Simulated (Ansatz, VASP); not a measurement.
## SrTiO3 in VASP and in Ansatz

Contents of INCAR:

```
PREC = Accurate
ENCUT = 600
EDIFF = 1E-7
ISMEAR = 0
SIGMA = 0.02
LREAL = F
LASPH = T
NELM = 80
ALGO = Normal
ISIF = 3
LWAVE = F
LCHARG = F
GGA = PS
IBRION = 2
NSW = 100
EDIFFG = -0.005
```

Contents of KPOINTS:

```
regular mesh
0
Gamma
  8 8 8
```

POSCAR

```
SrTiO3
1.0
    3.9052800000      0.0000000000      0.0000000000
    0.0000000000      3.9052800000      0.0000000000
    0.0000000000      0.0000000000      3.9052800000
Sr Ti O
1 1 3
Direct
    0.5000000000      0.5000000000      0.5000000000
    0.0000000000      0.0000000000      0.0000000000
    0.5000000000      0.0000000000      0.0000000000
    0.0000000000      0.5000000000      0.0000000000
    0.0000000000      0.0000000000      0.5000000000
```

Input for Ansatz:

```yaml
crystal:
  lattice:
    - [3.90528, 0.0, 0.0]
    - [0.0, 3.90528, 0.0]
    - [0.0, 0.0, 3.90528]
  atoms:
    - { symbol: Sr, position: [0.5, 0.5, 0.5] }
    - { symbol: Ti, position: [0.0, 0.0, 0.0] }
    - { symbol: O, position: [0.5, 0.0, 0.0] }
    - { symbol: O, position: [0.0, 0.5, 0.0] }
    - { symbol: O, position: [0.0, 0.0, 0.5] }
basis:
  ecutwfc: 420
kpoints:
  mp_grid: { grid: [8, 8, 8] }
hamiltonian:
  xc: pbesol
scf:
  occupations: { method: gaussian, width: 0.02 }
output:
  forces: true
  stress: true
  eigenvalues: true
  write_density: true
  write_potential: true
  elf: true
  volumetric_format: npy
relax:
  adjacent_minimum: "off"
  f_tol: 0.005
  max_steps: 80
  cell: { stress_tol: 0.05 }
```

Alike in both runs: task relaxation of cell and atoms; functional PBEsol; k mesh 8 × 8 × 8; occupations gaussian, width 0.02 eV; no spin polarisation.

```csv
,VASP,Ansatz
version,VASP 6.6.1,Ansatz 0.2.0
potentials or method,"VASP PAW PBE potentials, release 64 (Sr_sv, Ti_sv, O), cutoff 600 eV","scalar-relativistic, plane waves, PAW"
valence electrons in the cell,40,40
```

```csv
,VASP,Ansatz,Ansatz less VASP
"gap on the k mesh at the Fermi level, each at its own relaxed structure (eV)",1.82,1.85,+0.036
relaxed volume (Å³/atom),11.82,11.78,-0.032
relaxed cell length with the largest relative difference (Å),3.895,3.891,-0.0036
```

VASP's potentials were made for PBE, not for PBEsol.
